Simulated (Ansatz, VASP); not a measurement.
**Two plane-wave programs on Nb**

Contents of INCAR:

```
SYSTEM = Nb
PREC = Accurate
ENCUT = 520
EDIFF = 1E-7
ISMEAR = 0
SIGMA = 0.1
LREAL = .False.
LASPH = .True.
NELM = 100
ALGO = Normal
ISIF = 2
LWAVE = .False.
LCHARG = .False.
GGA = PE
NBANDS = 12
```

KPOINTS

```
regular mesh
0
Gamma
  18 18 18
  0 0 0
```

File POSCAR:

```
Nb
1.0
    0.0000000000      2.0879221320      2.0879221320
    2.0879221320      0.0000000000      2.0879221320
    2.0879221320      2.0879221320      0.0000000000
Nb
1
Direct
    0.0000000000      0.0000000000      0.0000000000
```

Input for Ansatz:

```yaml
crystal:
  lattice:
    - [0.0, 2.087922132, 2.087922132]
    - [2.087922132, 0.0, 2.087922132]
    - [2.087922132, 2.087922132, 0.0]
  atoms:
    - { symbol: Nb, position: [0.0, 0.0, 0.0] }
basis:
  ecutwfc: 420
kpoints:
  mp_grid: { grid: [18, 18, 18] }
hamiltonian:
  xc: pbe
scf:
  occupations: { method: gaussian, width: 0.1 }
output:
  forces: true
  stress: true
  eigenvalues: true
  write_density: true
  write_potential: true
  elf: true
  volumetric_format: npy
```

Alike in both runs: task single point; functional PBE; k mesh 18 × 18 × 18; occupations gaussian, width 0.1 eV; no spin polarisation.

|  | VASP | Ansatz |
| --- | --- | --- |
| version | VASP 6.6.1 | Ansatz 0.2.0 |
| potentials or method | VASP PAW PBE potentials, release 64 (Nb_sv), cutoff 520 eV | scalar-relativistic, plane waves, PAW |
| valence electrons in the cell | 13 | 13 |

VASP gave:

- gap on the k mesh at the Fermi level (eV): none
- pressure (GPa): 4.9

Problem. Estimate Ansatz's values.

Solution. gap on the k mesh at the Fermi level (eV): none; pressure (GPa): 5.2.

A gap of «none» marks a metal or a gap that the smearing closes. The functional is the same, so the differences come from potentials, cutoffs and numerics.
